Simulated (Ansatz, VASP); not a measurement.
# Two plane-wave programs on ReBi2

```
Re Bi
1.0
     6.36208    0.00000    0.00000
     0.00000    7.08543    0.00000
     0.00000    0.00000    3.41353
Re Bi
2 4
Cartesian
  0.0000 0.0000 0.0000
  3.1810 3.5427 1.7068
  1.2403 2.4947 0.0000
  5.1218 4.5908 0.0000
  4.4213 1.0481 1.7068
  1.9408 6.0374 1.7068
```

Alike in both runs: functional PBE; k mesh 4 × 4 × 4; occupations gaussian, width 0.1 eV; no spin polarisation.

Ansatz relaxed the structure, and its values are those at the end. VASP's run is a single point on that final structure, the one shown.

```csv
,VASP,Ansatz
version,VASP 6.6.1,Ansatz 0.2.0
potentials or method,"VASP PAW PBE potentials, release 64 (Re, Bi_d), cutoff 520 eV","scalar-relativistic, plane waves, PAW"
valence electrons in the cell,74,90
```

Ansatz gave:

```
gap on the k mesh at the Fermi level (eV) : none
pressure (GPa)                            : 0.0
rms of the force components (eV/Å)        : 0.016
```

Problem. Estimate VASP's values.

Solution. gap on the k mesh at the Fermi level (eV): none; pressure (GPa): -0.2; rms of the force components (eV/Å): 0.015.

A gap of «none» marks a metal or a gap that the smearing closes. With one functional, cell and mesh, what is left measures potentials, basis and numerics. VASP's potentials hold 74 valence electrons a cell and Ansatz's 90, so a difference there can come from the potentials and not from the codes.

The k mesh is coarse, so the values compare programs but aren't converged. Neither program's run includes spin-orbit coupling.
